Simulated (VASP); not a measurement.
A run of VASP 6.6.1:

Contents of INCAR:

```
PREC = Accurate ; ENCUT = 520
EDIFF = 1E-8 ; ISMEAR = -1
SIGMA = 0.08 ; LREAL = F
LASPH = T ; NELM = 60
ALGO = Normal ; ISIF = 2
LWAVE = F ; LCHARG = F
GGA = PS ; LEFG = T
NBANDS = 18
```

File KPOINTS:

```
regular mesh
0
Gamma
  16 16 16
```

Contents of POSCAR:

```
Si2Mo
1.0
   -1.6000000000      1.6000000000      3.9698050000
    1.6000000000     -1.6000000000      3.9698050000
    1.6000000000      1.6000000000     -3.9698050000
Si Mo
2 1
Direct
    0.3330000000      0.3330000000      0.0000000000
    0.6670000000      0.6670000000      0.0000000000
    0.0000000000      0.0000000000      0.0000000000
```

Potentials or basis: VASP PAW PBE potentials, release 64 (Si, Mo_sv).

Run with:

```bash
$ cat potpaw_PBE.64/Si/POTCAR potpaw_PBE.64/Mo_sv/POTCAR > POTCAR
$ mpirun -np 1 vasp_std > vasp.out
```

Hardware: 1 thread of Intel(R) Xeon(R) Platinum 8488C (Sapphire Rapids), with other jobs on the host.

**Question.** How long does it take, and how much memory?

**Answer.** It took 4.4 min on 1 thread of Intel(R) Xeon(R) Platinum 8488C (Sapphire Rapids) (shared host), peak memory 0.38 GiB. Counts: scf iterations 16, k points 349.
